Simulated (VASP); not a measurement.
The system is ZnS (Wurtzite-4H).

```
CELL_PARAMETERS angstrom
3.74466 0.00000 0.00000
-1.87233 3.24297 0.00000
0.00000 0.00000 12.26442
ATOMIC_POSITIONS crystal
Zn 0.66667 0.33333 0.75000
Zn 0.33333 0.66667 0.25000
Zn 0.00000 0.00000 0.50000
Zn 0.00000 0.00000 0.00000
S 0.66667 0.33333 0.93750
S 0.33333 0.66667 0.43750
S 0.00000 0.00000 0.68750
S 0.00000 0.00000 0.18750
```

Program: VASP 6.6.1. Alike in all runs: task single point; potentials or basis VASP PAW PBE potentials, release 64 (Zn, S); no spin polarisation; cell as given; k mesh 8 × 8 × 3; cutoff (eV) 520; smearing fermi-dirac 0.05 eV.

Q: Order these runs on this cell by their pressure, lowest first.
A. level SVWN5
B. level PBE
C. level r2SCAN

A: A (0.1 GPa), C (4.4 GPa), B (6.8 GPa).

Caveats: the PAW data sets were made with another functional, which shifts forces and pressure a little (some runs).
